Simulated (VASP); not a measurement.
Input of a VASP 6.6.1 run:

Contents of INCAR:

```
PREC = Accurate
ENCUT = 520
EDIFF = 1E-6
ISMEAR = -1
SIGMA = 0.05
LREAL = F
LASPH = T
NELM = 150
ALGO = Normal
ISIF = 2
LWAVE = F
LCHARG = T
ISPIN = 2
MAGMOM = 1
LORBIT = 11
LMAXMIX = 4
GGA = PE
LELF = T
LVHAR = T
NBANDS = 16
```

The input KPOINTS:

```
regular mesh
0
Gamma
  13 13 13
```

The input POSCAR:

```
Sc
1.0
    0.0000000000      2.3707099037      2.3707099037
    2.3707099037      0.0000000000      2.3707099037
    2.3707099037      2.3707099037      0.0000000000
Sc
1
Direct
    0.0000000000      0.0000000000      0.0000000000
```

Potentials or basis: VASP PAW PBE potentials, release 64 (Sc_sv).

Launch:

```console
$ cat potpaw_PBE.64/Sc_sv/POTCAR > POTCAR
$ mpirun -np 1 vasp_std > vasp.out
```

Question: Predict the pressure.

Answer: -3.5 GPa.

Question: Estimate the net moment.

Answer: 0.00 μB per cell.

Caveat: the cell stands under tension.
